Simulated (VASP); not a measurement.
RbAuCl3: relaxation of cell and atoms with LDA

Crystal: RbAuCl3.

```
CELL_PARAMETERS angstrom
5.16353 0.00000 0.00000
0.00000 5.16353 0.00000
0.00000 0.00000 5.16353
ATOMIC_POSITIONS crystal
Rb 0.50000 0.50000 0.50000
Au 0.00000 0.00000 0.00000
Cl 0.00000 0.00000 0.50000
Cl 0.50000 0.00000 0.00000
Cl 0.00000 0.50000 0.00000
```

```json
{
  "Program": "VASP 6.6.1",
  "Task": "relaxation of cell and atoms",
  "Functional": "LDA",
  "Potentials or basis": "VASP PAW LDA potentials, release 64 (Rb_sv, Au, Cl)",
  "Cutoff": "600 eV",
  "k mesh": "4 × 4 × 4",
  "Occupations": "fermi-dirac, width 0.05 eV",
  "Spin": "no spin polarisation",
  "Dipole correction": "no",
  "Further INCAR settings": "ALGO = Normal; EDIFF = 1e-06; IBRION = 2; EDIFFG = -0.02; NSW = 80; ISIF = 3"
}
```

```
Relaxed volume                        : 24.68 Å³/atom
Relaxed cell                          : a = 4.979 Å, b = 4.979 Å, c = 4.979 Å, α = 90.00°, β = 90.00°, γ = 90.00°
Space group after relaxing (to 0.1 Å) : Pm-3m (No. 221)
Energy gained by relaxing             : 42.6 meV/atom
Ionic steps                           : 2
Pressure after relaxing               : 0.0 GPa
Band gap on the k mesh                : zero (an odd number of electrons rules out a gap without spin polarisation)
```

Step by step:
```csv
step,energy change (eV),largest force (eV/Å),pressure (GPa),volume (Å³)
1,0.0000,0.0000,-4.32,137.67
2,-0.2132,0.0000,0.02,123.41
```

Final structure:
```
Rb Au Cl
1.0
     4.97873    0.00000    0.00000
     0.00000    4.97873    0.00000
     0.00000    0.00000    4.97873
Rb Au Cl
1 1 3
Direct
  0.50000 0.50000 0.50000
  0.00000 0.00000 0.00000
  0.00000 0.00000 0.50000
  0.50000 0.00000 0.00000
  0.00000 0.50000 0.00000
```

Levels at points of the mesh, in eV from the Fermi level:
```
           k point  band 18  band 19  band 20  band 21  band 22  band 23
(0.00, 0.00, 0.00)    -2.49    -2.20    -2.20    -2.20     0.47     3.78
(0.50, 0.00, 0.00)    -2.40    -1.78    -1.70    -1.70     4.35     5.71
(0.50, 0.50, 0.00)    -1.78    -1.78    -1.73     1.42     6.14     6.73
(0.50, 0.50, 0.50)    -1.70    -1.70     1.42     1.42     5.06     5.06
```

It took 59 s on 1 thread of Intel Xeon 8259CL (shared host), peak memory 0.24 GiB.

Caveat: spin-orbit coupling is left out, which moves the levels of the heavy elements; an odd number of electrons without spin polarisation forces a metal; a magnetic or distorted state may lie lower.
